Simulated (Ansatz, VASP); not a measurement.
**One calculation of Cu, two programs**

Contents of INCAR:

```
ALGO = Normal
EDIFF = 1E-6
ENCUT = 550
GGA = PE
ISIF = 2
ISMEAR = -1
LASPH = T
LCHARG = F
LMAXMIX = 4
LREAL = F
LWAVE = F
NELM = 80
PREC = Accurate
SIGMA = 0.05
```

KPOINTS

```
k-points
0
Gamma
  13 13 13
```

The input POSCAR:

```
Cu
1.0
    0.0000000000      1.8075000000      1.8075000000
    1.8075000000      0.0000000000      1.8075000000
    1.8075000000      1.8075000000      0.0000000000
Cu
1
Direct
    0.0000000000      0.0000000000      0.0000000000
```

The input KPOINTS_OPT:

```
path GXWKGLUWLK,UX
15
line-mode
reciprocal
 0.0000000000  0.0000000000  0.0000000000  G
 0.5000000000  0.0000000000  0.5000000000  X

 0.5000000000  0.0000000000  0.5000000000  X
 0.5000000000  0.2500000000  0.7500000000  W

 0.5000000000  0.2500000000  0.7500000000  W
 0.3750000000  0.3750000000  0.7500000000  K

 0.3750000000  0.3750000000  0.7500000000  K
 0.0000000000  0.0000000000  0.0000000000  G

 0.0000000000  0.0000000000  0.0000000000  G
 0.5000000000  0.5000000000  0.5000000000  L

 0.5000000000  0.5000000000  0.5000000000  L
 0.6250000000  0.2500000000  0.6250000000  U

 0.6250000000  0.2500000000  0.6250000000  U
 0.5000000000  0.2500000000  0.7500000000  W

 0.5000000000  0.2500000000  0.7500000000  W
 0.5000000000  0.5000000000  0.5000000000  L

 0.5000000000  0.5000000000  0.5000000000  L
 0.3750000000  0.3750000000  0.7500000000  K

 0.6250000000  0.2500000000  0.6250000000  U
 0.5000000000  0.0000000000  0.5000000000  X
```

input.yaml

```yaml
crystal:
  lattice:
    - [0.0, 1.8075, 1.8075]
    - [1.8075, 0.0, 1.8075]
    - [1.8075, 1.8075, 0.0]
  atoms:
    - { symbol: Cu, position: [0.0, 0.0, 0.0] }
hamiltonian:
  xc: pbe
  pseudopotentials: { kind: paw }
kpoints:
  mp_grid: { grid: [13, 13, 13] }
  band_path:
    path:
      - [[0.0, 0.0, 0.0], [0.5, 0.0, 0.5], [0.5, 0.25, 0.75], [0.375, 0.375, 0.75], [0.0, 0.0, 0.0], [0.5, 0.5, 0.5], [0.625, 0.25, 0.625], [0.5, 0.25, 0.75], [0.5, 0.5, 0.5], [0.375, 0.375, 0.75]]
      - [[0.625, 0.25, 0.625], [0.5, 0.0, 0.5]]
    npoints: 14
scf:
  occupations: { method: fermi_dirac, width: 0.05 }
  n_extra_bands: 6
output:
  forces: true
  stress: true
  eigenvalues: true
  fatbands: false
```

Alike in both runs: task band structure; functional PBE; k mesh 13 × 13 × 13; occupations fermi-dirac, width 0.05 eV; no spin polarisation.

|  | VASP | Ansatz |
| --- | --- | --- |
| version | VASP 6.6.1 | Ansatz 0.2.0 |
| potentials or method | VASP PAW PBE potentials, release 64 (Cu_GW) | Ansatz PAW |
| plane-wave cutoff (eV) | 550 | 420 |
| valence electrons in the cell | 11 | 19 |

```tsv
	VASP	Ansatz	Ansatz less VASP
gap on the k mesh at the Fermi level (eV)	none	none	-
pressure (GPa)	0.4	1.7	+1.24
```

A gap of «none» marks a metal or a gap that the smearing closes. VASP's potentials hold 11 valence electrons a cell and Ansatz's 19, so a difference there can come from the potentials and not from the codes.
